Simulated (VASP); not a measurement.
Here is a VASP 6.6.1 calculation.

The input INCAR:

```
SYSTEM = ScZn
PREC = Accurate ; ENCUT = 520
EDIFF = 1E-6 ; ISMEAR = 1
SIGMA = 0.15 ; LREAL = .False.
LASPH = .True. ; NELM = 100
ALGO = Normal ; ISIF = 2
LWAVE = .False. ; LCHARG = .False.
GGA = PS ; NBANDS = 18
```

KPOINTS

```
Automatic mesh
0
Gamma
  10 10 10
  0 0 0
```

Contents of POSCAR:

```
ScZn
1.0
    3.3500000000      0.0000000000      0.0000000000
    0.0000000000      3.3500000000      0.0000000000
    0.0000000000      0.0000000000      3.3500000000
Sc Zn
1 1
Direct
    0.0029850746      0.0000000000      0.0000000000
    0.5000000000      0.5000000000      0.5000000000
```

Potentials or basis: VASP PAW PBE potentials, release 64 (Sc_sv, Zn).

Run with:

```bash
$ cat potpaw_PBE.64/Sc_sv/POTCAR potpaw_PBE.64/Zn/POTCAR > POTCAR
$ mpirun -np 1 vasp_std > vasp.out
```

Predict the largest force.

0.034 eV/Å.

What does it give for the pressure?

-3.1 GPa.

Forces on the atoms (eV/Å):
```
Sc  -0.034  0.000  0.000
Zn   0.034  0.000  0.000
```

Caveat: the PAW data sets were made with another functional, which shifts forces and pressure a little.
